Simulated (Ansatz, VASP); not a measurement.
# LuHfF in VASP and in Ansatz

```
Lu Hf F
1.0
     3.63771    0.00000    0.00000
    -1.81886    3.15035    0.00000
     0.00000    0.00000    6.41643
Lu Hf F
1 1 1
Direct
  0.33333 0.66667 0.00000
  0.33333 0.66667 0.50000
  0.00000 0.00000 0.50000
```

Alike in both runs: task relaxation of cell and atoms; functional PBE; k mesh 12 × 12 × 8; occupations gaussian, width 0.1 eV; no spin polarisation.

|  | VASP | Ansatz |
| --- | --- | --- |
| version | VASP 6.6.1 | Ansatz 0.2.0 |
| potentials or method | VASP PAW PBE potentials, release 64 (Lu, Hf_pv, F), cutoff 600 eV | scalar-relativistic, plane waves, PAW |
| valence electrons in the cell | 42 | 58 |

```tsv
	VASP	Ansatz	Ansatz less VASP
gap on the k mesh at the Fermi level, each at its own relaxed structure (eV)	none	none	-
relaxed volume (Å³/atom)	24.13	24.40	+0.269
relaxed cell length with the largest relative difference (Å)	3.621	3.640	+0.0186
```

A gap of «none» marks a metal or a gap that the smearing closes. VASP's potentials hold 42 valence electrons a cell and Ansatz's 58, so a difference there can come from the potentials and not from the codes.

Spin-orbit coupling is off throughout.
